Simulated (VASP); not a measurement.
Input of a VASP 6.6.1 run:

The input INCAR:

```
SYSTEM = Si
PREC = Accurate
ENCUT = 520
EDIFF = 1E-6
ISMEAR = -1
SIGMA = 0.1
LREAL = .FALSE.
LASPH = .TRUE.
NELM = 100
ALGO = Normal
ISIF = 2
LWAVE = .FALSE.
LCHARG = .FALSE.
GGA = PE
NBANDS = 16
```

Contents of KPOINTS:

```
regular mesh
0
G
  12 12 12
  0 0 0
```

Contents of POSCAR:

```
Si
1.0
    4.1104171421      0.0000000000      0.0000000000
    0.0000000000      4.1104171421      0.0000000000
    0.0000000000      0.0000000000      4.1104171421
Si
4
Direct
    0.8750000000      0.1250000000      0.6250000000
    0.3750000000      0.3750000000      0.3750000000
    0.1250000000      0.6250000000      0.8750000000
    0.6250000000      0.8750000000      0.1250000000
```

Potentials or basis: VASP PAW PBE potentials, release 64 (Si).

Run with:

```sh
$ cat potpaw_PBE.64/Si/POTCAR > POTCAR
$ mpirun -np 1 vasp_std > vasp.out
```

(1) What does it give for the band gap on the k mesh?

(2) What does it give for the pressure?

Answers

(1) zero (band 8 reaches 9.01 eV, above the bottom of band 9 at 7.53 eV).

(2) -0.1 GPa.
